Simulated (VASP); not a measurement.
Nb3Sn:

```xyz
8
Lattice="5.2821 0.0000 0.0000 0.0000 5.2821 0.0000 0.0000 0.0000 5.0708" Properties=species:S:1:pos:R:3 pbc="T T T"
Sn    2.6410    2.6410    2.5354
Sn    0.0000    0.0000    0.0000
Nb    0.0000    2.6410    1.2677
Nb    0.0000    2.6410    3.8031
Nb    2.6410    1.3205    0.0000
Nb    3.9616    0.0000    2.5354
Nb    2.6410    3.9616    0.0000
Nb    1.3205    0.0000    2.5354
```

| Item | Value |
| --- | --- |
| Program | VASP 6.6.1 |
| Task | relaxation of the atoms |
| Functional | PBEsol |
| Potentials or basis | VASP PAW PBE potentials, release 64 (Sn_d, Nb_sv) |
| Cutoff | 520 eV |
| k mesh | 4 × 4 × 5 |
| Occupations | fermi-dirac, width 0.05 eV |
| Spin | no spin polarisation |

At the start: pressure 5.2 GPa; volume 17.68 Å³/atom.

Task: Where does the relaxation end?

Result: Over 4 steps the energy falls by 7.3 meV/atom; space group P4_2/mmc (No. 131, to 0.1 Å) before and after.

Step by step:
| step | energy change (eV) | largest force (eV/Å) | pressure (GPa) |
| --- | --- | --- | --- |
| 1 | 0.0000 | 0.5671 | 5.16 |
| 2 | -0.0499 | 0.2682 | 5.22 |
| 3 | -0.0577 | 0.0502 | 5.30 |
| 4 | -0.0584 | 0.0014 | 5.32 |

Final structure:
```
Sn Nb
1.0
     5.28210    0.00000    0.00000
     0.00000    5.28210    0.00000
     0.00000    0.00000    5.07082
Sn Nb
2 6
Cartesian
  2.6410 2.6410 2.5354
  0.0000 0.0000 5.0708
  0.0000 2.6410 1.2677
  0.0000 2.6410 3.8031
  2.6410 1.2788 5.0708
  3.9198 5.2821 2.5354
  2.6410 4.0033 5.0708
  1.3623 0.0000 2.5354
```

Caveat: the PAW data sets were made with another functional, which shifts forces and pressure a little.
